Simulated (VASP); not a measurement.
# SrIr (R-3m) in VASP: further runs

Runs on SrIr. Level: PBE. Tasks: single point.

Program: VASP 6.6.1. These are calculated values, not measurements. Logs are shortened: lines on timing, memory, paths and dates and some standing lists are left out, and cuts for length are marked.

**1. The cell of the first run**

Symmetry: R-3m, No. 166, trigonal system. Conventional cell: a = 3.416 Å, b = 3.416 Å, c = 13.778 Å, α = 90.00°, β = 90.00°, γ = 120.00°. Within 4.0 Å of Sr (site symmetry -3m) lie 6 Ir at 3.03 Å and 6 Sr at 3.42 Å. Within 4.0 Å of Ir (site symmetry -3m) lie 6 Sr at 3.03 Å and 6 Ir at 3.42 Å.

**2. Single point, PBE**

INCAR

```
SYSTEM = SrIr
PREC = Accurate
ENCUT = 520
EDIFF = 1E-7
ISMEAR = 0
SIGMA = 0.1
LREAL = .False.
LASPH = .True.
NELM = 100
ALGO = Normal
ISIF = 2
LWAVE = .False.
LCHARG = .False.
GGA = PE
NBANDS = 16
```

KPOINTS

```
Automatic mesh
0
Gamma
  21 21 21
  0 0 0
```

POSCAR

```
SrIr
1.0
    1.7078284620      0.9860152223      4.5927657727
   -1.7078284620      0.9860152223      4.5927657727
    0.0000000000     -1.9720304445      4.5927657727
Sr Ir
1 1
Direct
    0.5000000000      0.5000000000      0.5000000000
    0.0000000000      0.0000000000      0.0000000000
```

Potentials or basis: VASP PAW PBE potentials, release 64 (Sr_sv, Ir).

Started as:

```bash
$ cat potpaw_PBE.64/Sr_sv/POTCAR potpaw_PBE.64/Ir/POTCAR > POTCAR
$ mpirun -np 1 vasp_std > vasp.out
```

OUTCAR:

```text
SYSTEM = SrIr
   PREC = Accurate
   ENCUT = 520
   EDIFF = 1E-7
   ISMEAR = 0
   LREAL = .False.
   LASPH = .True.
   NELM = 100
   ISIF = 2
   GGA = PE

 ion  position               nearest neighbor table
   1  0.500  0.500  0.500-   2 3.03   2 3.03   2 3.03   2 3.03   2 3.03   2 3.03
   2  0.000  0.000  0.000-   1 3.03   1 3.03   1 3.03   1 3.03   1 3.03   1 3.03

  LATTYP: Found a trigonal (rhomboedric) cell.
 ALAT       =     4.9982398419
 COS(alpha) =     0.7665013867

  Lattice vectors:

 A1 = (   1.7078284620,   0.9860152223,   4.5927657727)
 A2 = (  -1.7078284620,   0.9860152223,   4.5927657727)
 A3 = (   0.0000000000,  -1.9720304445,   4.5927657727)

Analysis of symmetry for initial positions (statically):
=====================================================================
 Subroutine PRICEL returns:
 Original cell was already a primitive cell.

 Routine SETGRP: Setting up the symmetry group for a
 trigonal (rhombohedral) supercell.

 Subroutine GETGRP returns: Found 12 space group operations
 (whereof 12 operations were pure point group operations)
 out of a pool of 12 trial point group operations.

The static configuration has the point symmetry D_3d.

Analysis of symmetry for dynamics (positions and initial velocities):
=====================================================================
 Subroutine PRICEL returns:
 Original cell was already a primitive cell.

 Routine SETGRP: Setting up the symmetry group for a
 trigonal (rhombohedral) supercell.

 Subroutine GETGRP returns: Found 12 space group operations
 (whereof 12 operations were pure point group operations)
 out of a pool of 12 trial point group operations.

The dynamic configuration has the point symmetry D_3d.

 Subroutine INISYM returns: Found 12 space group operations
 (whereof 12 operations are pure point group operations),
 and found     1 'primitive' translations

----------------------------------------------------------------------------------------

                                     Primitive cell

  volume of cell :      46.4038

  direct lattice vectors                    reciprocal lattice vectors
     1.707828462  0.986015222  4.592765773     0.292769450  0.169030521  0.072577908
    -1.707828462  0.986015222  4.592765773    -0.292769450  0.169030521  0.072577908
     0.000000000 -1.972030445  4.592765773     0.000000000 -0.338061042  0.072577908

  length of vectors
     4.998239842  4.998239842  4.998239842     0.345764112  0.345764112  0.345764112

  position of ions in fractional coordinates (direct lattice)
[... 76 lines left out ...]
   LASPH  =      T    aspherical Exc in radial PAW
   ENCUT  =  520.0 eV  38.22 Ry    6.18 a.u.   9.29  9.29  9.29*2*pi/ulx,y,z
   NELM   =    100;   NELMIN=  2; NELMDL= -5     # of ELM steps
   EDIFF  = 0.1E-06   stopping-criterion for ELM
   LREAL  =      F    real-space projection
   EDIFFG = 0.1E-05   stopping-criterion for IOM
   NSW    =      0    number of steps for IOM
   IBRION =     -1    ionic relax: 0-MD 1-quasi-New 2-CG
   NFREE  =      0    steps in history (QN), initial steepest desc. (CG)
   ISIF   =      2    stress and relaxation
   ISYM   =      2    0-nonsym 1-usesym 2-fastsym
   POTIM  = 0.5000    time-step for ionic-motion
   TEBEG  =    0.0;   TEEND  =   0.0 temperature during run
   PSTRESS=    0.0 pullay stress
   NELECT =      19.0000    total number of electrons
   NUPDOWN=      -1.0000    fix difference up-down
   EMIN   =  10.00;   EMAX   =-10.00  energy-range for DOS
   EFERMI =   0.00;   METHOD = LEGACY
   ISMEAR =     0;   SIGMA  =   0.10  broadening in eV -4-tet -1-fermi 0-gaus
   EFERMI_NEDOS =   21; number of points for ismear=-14 and -15
   IALGO  =     38    algorithm
   IMIX   =      4    mixing-type and parameters
     AMIX     =   0.40;   BMIX     =  1.00
     AMIX_MAG =   1.60;   BMIX_MAG =  1.00
  volume/ion in A,a.u.               =      23.20       156.57
  Fermi-wavevector in a.u.,A,eV,Ry     =   1.215649  2.297244 20.106726  1.477803
  Thomas-Fermi vector in A             =   2.351029
   LORBIT       =      0    0 simple, 1 ext, 2 COOP (PROOUT), +10 PAW based schemes
   GGA     = PE    functional components
   LHFCALC =     F    Hartree Fock is set to
   AEXX    =    0.0000 exact exchange contribution
   IVDW    =     0    specifies the selected vdW correction
   LEPSILON=     F    determine dielectric tensor
   LRPA    =     F    only Hartree local field effects (RPA)
 non-spin polarized calculation
 Gauss-broadening in eV      SIGMA  =   0.10
  energy-cutoff  :      520.00
  volume of cell :       46.40
 maximum number of plane-waves:      1278
 NGX is ok and might be reduce to    40
   NGX = 19   NGY = 19   NGZ = 19

 number of electron      19.0000000 magnetization

 Free energy of the ion-electron system (eV)
  ---------------------------------------------------
  ext. energy  EPLUGINS =         0.00000000
  ---------------------------------------------------
  free energy    TOTEN  =        -9.45075355 eV

  energy without entropy =       -9.44468856  energy(sigma->0) =       -9.44772105

 E-fermi :   4.5691     XC(G=0): -10.7371

 val. band max:        4.5688493659   @ k =  -0.4286   0.3333   0.1905
 cond. band min:       4.5695990897   @ k =   0.4762   0.3333   0.0952
 fundamental gap:      0.0007497238
 Fermi energy:         4.5690677300

 k-point     1 :       0.0000    0.0000    0.0000
  band No.  band energies     occupation
      1     -30.2720      2.00000
      2     -12.2499      2.00000
      3     -11.8801      2.00000
      4     -11.8801      2.00000
      5      -1.0380      2.00000
      6       1.6288      2.00000
[... 433 lines left out ...]
      3     -12.1660      2.00000
      4     -12.1160      2.00000
      5       1.7345      2.00000
      6       2.7128      2.00000
[... 8 lines left out ...]
     15      11.5872      0.00000
     16      13.0879      0.00000

 [... further k-points ...]
[... 5 lines left out ...]
  --------------------------------------------------------------------------------------
  -------------------------------------------------------------------------------------
  Total        0.1250227      0.1250227      0.1370260      0.0000000      0.0000000      0.0000000
  in kB        4.3166409      4.3166409      4.7310781      0.0000000      0.0000000      0.0000000
  external PRESSURE =       4.4547866 kB  Pullay stress =       0.0000000 kB

 VOLUME and BASIS-vectors are now :
 -----------------------------------------------------------------------------
  energy-cutoff  :      520.00
  volume of cell :       46.40
      direct lattice vectors                 reciprocal lattice vectors
     1.707828462  0.986015222  4.592765773     0.292769450  0.169030521  0.072577908
    -1.707828462  0.986015222  4.592765773    -0.292769450  0.169030521  0.072577908
     0.000000000 -1.972030445  4.592765773     0.000000000 -0.338061042  0.072577908

 POSITION                                       TOTAL-FORCE (eV/Angst)
 -----------------------------------------------------------------------------------
      0.00000      0.00000      6.88915         0.000000      0.000000      0.000000
      0.00000      0.00000      0.00000         0.000000     -0.000000     -0.000000
 -----------------------------------------------------------------------------------
    total drift:                               -0.000000      0.000000     -0.000000

  FREE ENERGIE OF THE ION-ELECTRON SYSTEM (eV)
  ---------------------------------------------------
  free  energy   TOTEN  =        -9.4507535456 eV

  energy  without entropy=       -9.4446885583  energy(sigma->0) =       -9.44772105
```

OSZICAR:

```text
N       E                     dE             d eps       ncg     rms          rms(c)
DAV:   1     0.118548873912E+03    0.11855E+03   -0.87338E+03 28640   0.107E+03
DAV:   2    -0.276688418394E+01   -0.12132E+03   -0.11090E+03 30864   0.273E+02
DAV:   3    -0.974831955490E+01   -0.69814E+01   -0.68610E+01 50384   0.593E+01
DAV:   4    -0.991922801670E+01   -0.17091E+00   -0.17058E+00 33032   0.663E+00
DAV:   5    -0.992489934700E+01   -0.56713E-02   -0.56688E-02 45664   0.110E+00    0.306E+01
DAV:   6    -0.971973566242E+01    0.20516E+00   -0.37681E+00 38072   0.139E+01    0.958E+00
DAV:   7    -0.957172387421E+01    0.14801E+00   -0.19843E+00 38624   0.109E+01    0.112E+01
DAV:   8    -0.945002234183E+01    0.12170E+00   -0.41056E-01 33176   0.532E+00    0.169E+00
DAV:   9    -0.945067735436E+01   -0.65501E-03   -0.85398E-03 33016   0.606E-01    0.678E-01
DAV:  10    -0.945076948858E+01   -0.92134E-04   -0.97982E-04 43688   0.248E-01    0.147E-01
DAV:  11    -0.945075535522E+01    0.14133E-04   -0.11884E-04 37920   0.946E-02    0.628E-02
DAV:  12    -0.945075468766E+01    0.66755E-06   -0.19493E-05 41920   0.326E-02    0.226E-02
DAV:  13    -0.945075383529E+01    0.85237E-06   -0.14790E-06 45024   0.860E-03    0.721E-03
DAV:  14    -0.945075364041E+01    0.19489E-06   -0.38354E-07 37824   0.370E-03    0.108E-03
DAV:  15    -0.945075354563E+01    0.94775E-07   -0.26525E-08 15304   0.160E-03
   1 F= -.94507535E+01 E0= -.94477211E+01  d E =-.606499E-02
```

It took 7.8 min on 1 thread of Intel Xeon 6975P-C (Granite Rapids), shared host; peak memory 0.85 GiB.

Results:

```
Free energy : -9.4508 eV
Pressure    : 0.4 GPa
```

Levels at points of the mesh, in eV from the Fermi level:
```
           k point  band 8  band 9  band 10  band 11  band 12  band 13
(0.00, 0.00, 0.00)   -1.60   -1.18    -1.18     2.56     3.75     4.90
```

Caveat: spin-orbit coupling is left out, which moves the levels of the heavy elements.

**3. Single point, PBE**

This run uses another cell than the first one, of 22.52 Å³/atom, 0.971 times its volume.

INCAR

```
PREC = Accurate
ENCUT = 520
EDIFF = 1E-6
ISMEAR = 0
SIGMA = 0.1
LREAL = False
LASPH = True
NELM = 100
ALGO = Normal
ISIF = 2
LWAVE = False
LCHARG = False
GGA = PE
NBANDS = 16
```

KPOINTS

```
Automatic mesh
0
Gamma
  6 6 6
```

POSCAR

```
SrIr
1.0
    1.5821261700      0.9134409700      5.1939202900
   -1.5821261700      0.9134409700      5.1939202900
    0.0000000000     -1.8268819400      5.1939202900
Sr Ir
1 1
Direct
    0.5000000000      0.5000000000      0.5000000000
    0.0000000000      0.0000000000      0.0000000000
```

Potentials or basis: VASP PAW PBE potentials, release 64 (Sr_sv, Ir).

Started as:

```bash
$ cat potpaw_PBE.64/Sr_sv/POTCAR potpaw_PBE.64/Ir/POTCAR > POTCAR
$ mpirun -np 1 vasp_std > vasp.out
```

OUTCAR:

```text
PREC = Accurate
   ENCUT = 520
   EDIFF = 1E-6
   ISMEAR = 0
   LREAL = False
   LASPH = True
   NELM = 100
   ISIF = 2
   GGA = PE

 ion  position               nearest neighbor table
   1  0.500  0.500  0.500-   2 3.18   2 3.18   2 3.18   2 3.18   2 3.18   2 3.18
   2  0.000  0.000  0.000-   1 3.18   1 3.18   1 3.18   1 3.18   1 3.18   1 3.18

  LATTYP: Found a trigonal (rhomboedric) cell.
 ALAT       =     5.5058428603
 COS(alpha) =     0.8348553155

  Lattice vectors:

 A1 = (   1.5821261700,   0.9134409700,   5.1939202900)
 A2 = (  -1.5821261700,   0.9134409700,   5.1939202900)
 A3 = (   0.0000000000,  -1.8268819400,   5.1939202900)

Analysis of symmetry for initial positions (statically):
=====================================================================
 Subroutine PRICEL returns:
 Original cell was already a primitive cell.

 Routine SETGRP: Setting up the symmetry group for a
 trigonal (rhombohedral) supercell.

 Subroutine GETGRP returns: Found 12 space group operations
 (whereof 12 operations were pure point group operations)
 out of a pool of 12 trial point group operations.

The static configuration has the point symmetry D_3d.

Analysis of symmetry for dynamics (positions and initial velocities):
=====================================================================
 Subroutine PRICEL returns:
 Original cell was already a primitive cell.

 Routine SETGRP: Setting up the symmetry group for a
 trigonal (rhombohedral) supercell.

 Subroutine GETGRP returns: Found 12 space group operations
 (whereof 12 operations were pure point group operations)
 out of a pool of 12 trial point group operations.

The dynamic configuration has the point symmetry D_3d.

 Subroutine INISYM returns: Found 12 space group operations
 (whereof 12 operations are pure point group operations),
 and found     1 'primitive' translations
[... 105 lines left out ...]
   PSTRESS=    0.0 pullay stress
   NELECT =      19.0000    total number of electrons
   NUPDOWN=      -1.0000    fix difference up-down
   EMIN   =  10.00;   EMAX   =-10.00  energy-range for DOS
   EFERMI =   0.00;   METHOD = LEGACY
   ISMEAR =     0;   SIGMA  =   0.10  broadening in eV -4-tet -1-fermi 0-gaus
   EFERMI_NEDOS =   21; number of points for ismear=-14 and -15
   IALGO  =     38    algorithm
   IMIX   =      4    mixing-type and parameters
     AMIX     =   0.40;   BMIX     =  1.00
     AMIX_MAG =   1.60;   BMIX_MAG =  1.00
  volume/ion in A,a.u.               =      22.52       151.96
  Fermi-wavevector in a.u.,A,eV,Ry     =   1.227826  2.320254 20.511538  1.507555
  Thomas-Fermi vector in A             =   2.362774
   LORBIT       =      0    0 simple, 1 ext, 2 COOP (PROOUT), +10 PAW based schemes
   GGA     = PE    functional components
   LHFCALC =     F    Hartree Fock is set to
   AEXX    =    0.0000 exact exchange contribution
   IVDW    =     0    specifies the selected vdW correction
   LEPSILON=     F    determine dielectric tensor
   LRPA    =     F    only Hartree local field effects (RPA)
 non-spin polarized calculation
 Gauss-broadening in eV      SIGMA  =   0.10
  energy-cutoff  :      520.00
  volume of cell :       45.04
 maximum number of plane-waves:      1230
 NGX is ok and might be reduce to    42
   NGX = 21   NGY = 21   NGZ = 21

 number of electron      19.0000000 magnetization

 Free energy of the ion-electron system (eV)
  ---------------------------------------------------
  ext. energy  EPLUGINS =         0.00000000
  ---------------------------------------------------
  free energy    TOTEN  =        -9.14870449 eV

  energy without entropy =       -9.13086543  energy(sigma->0) =       -9.13978496

 E-fermi :   5.0682     XC(G=0): -10.9439

 val. band max:        5.0636344748   @ k =   0.3333  -0.0000   0.0000
 cond. band min:       5.0739439049   @ k =  -0.1667   0.1667   0.1667
 fundamental gap:      0.0103094301
 Fermi energy:         5.0681538145

 k-point     1 :       0.0000    0.0000    0.0000
  band No.  band energies     occupation
      1     -30.7013      2.00000
      2     -12.5446      2.00000
      3     -11.8125      2.00000
      4     -11.8125      2.00000
      5      -1.0216      2.00000
      6       1.9687      2.00000
[... 433 lines left out ...]
      3     -12.6104      2.00000
      4     -12.1391      2.00000
      5       1.8208      2.00000
      6       2.3205      2.00000
[... 8 lines left out ...]
     15      11.5865      0.00000
     16      12.6212      0.00000

 [... further k-points ...]
[... 5 lines left out ...]
  --------------------------------------------------------------------------------------
  -------------------------------------------------------------------------------------
  Total        0.7842500      0.7842500     -4.1518490      0.0000000      0.0000000     -0.0000000
  in kB       27.8995346     27.8995346   -147.7011909      0.0000000      0.0000000     -0.0000000
  external PRESSURE =     -30.6340406 kB  Pullay stress =       0.0000000 kB

 VOLUME and BASIS-vectors are now :
 -----------------------------------------------------------------------------
  energy-cutoff  :      520.00
  volume of cell :       45.04
      direct lattice vectors                 reciprocal lattice vectors
     1.582126170  0.913440970  5.193920290     0.316030421  0.182460249  0.064177599
    -1.582126170  0.913440970  5.193920290    -0.316030421  0.182460249  0.064177599
     0.000000000 -1.826881940  5.193920290     0.000000000 -0.364920498  0.064177599

 POSITION                                       TOTAL-FORCE (eV/Angst)
 -----------------------------------------------------------------------------------
      0.00000      0.00000      7.79088         0.000000      0.000000     -0.000000
      0.00000      0.00000      0.00000         0.000000     -0.000000      0.000000
 -----------------------------------------------------------------------------------
    total drift:                                0.000000     -0.000000     -0.000000

  FREE ENERGIE OF THE ION-ELECTRON SYSTEM (eV)
  ---------------------------------------------------
  free  energy   TOTEN  =        -9.1487044893 eV

  energy  without entropy=       -9.1308654261  energy(sigma->0) =       -9.13978496
```

Wall time 30 s (1 thread of Intel Xeon 6975P-C (Granite Rapids), shared host); peak memory 0.26 GiB.

What came out:

| Property | Result |
| --- | --- |
| Free energy | -9.1487 eV |
| Pressure | -3.1 GPa |

Stress tensor (GPa, compression positive):
```
  2.79   0.00   0.00
  0.00   2.79   0.00
  0.00   0.00 -14.77
```

Caveat: the k points lie up to 0.39 Å⁻¹ apart; spin-orbit coupling is left out, which moves the levels of the heavy elements.
